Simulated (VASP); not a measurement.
Runs of VASP 6.6.1 on RuAu. The structure is that of space group Pm-3m (No. 221), or close to it. The cells are those of the table. 

```tsv
task	level	cell	k mesh	cutoff (eV)	grid for exact exchange (PRECFOCK)	share of exact exchange	screening parameter	gap on the mesh (eV)	pressure (GPa)
relaxation of cell and atoms	PBEsol	relaxed to 10 GPa from a = 3.165 Å, 2 atoms	8 × 8 × 8	500	-	-	-	none	10.0
single point	HSE06	a = 3.165 Å, 2 atoms	5 × 5 × 5	400	Normal	0.25	0.2079 1/Å	none	-9.3
single point	PBE-based screened hybrid with 25 % exact exchange	a = 3.135 Å, 2 atoms	4 × 4 × 4	520	Normal	0.25	0.3 1/Å	none	0.2
relaxation of cell and atoms	PBE-based screened hybrid with 25 % exact exchange	relaxed from a = 3.165 Å, 2 atoms	4 × 4 × 4	600	Normal	0.25	0.3 1/Å	none	-0.1
single point	PBEsol	a = 3.122 Å, 2 atoms	8 × 8 × 8	500	-	-	-	none	(a)
```

Alike in all rows: potentials or basis VASP PAW PBE potentials, release 64 (Ru_pv, Au); no spin polarisation; smearing fermi-dirac 0.05 eV.

Question: Fill in the values left out.

Answer: (a) -0.3.

Caveats: some runs use coarse meshes; the PAW data sets were made with another functional, which shifts forces and pressure a little; spin-orbit coupling is left out, which moves the levels of the heavy elements; the cell is relaxed towards a set pressure, so the run minimises the enthalpy, not the energy (at least some runs).

A k mesh can miss the band edges, and the runs leave out spin-orbit coupling on Au, Ru.

A gap of «none» marks levels without a gap at the run's occupations.
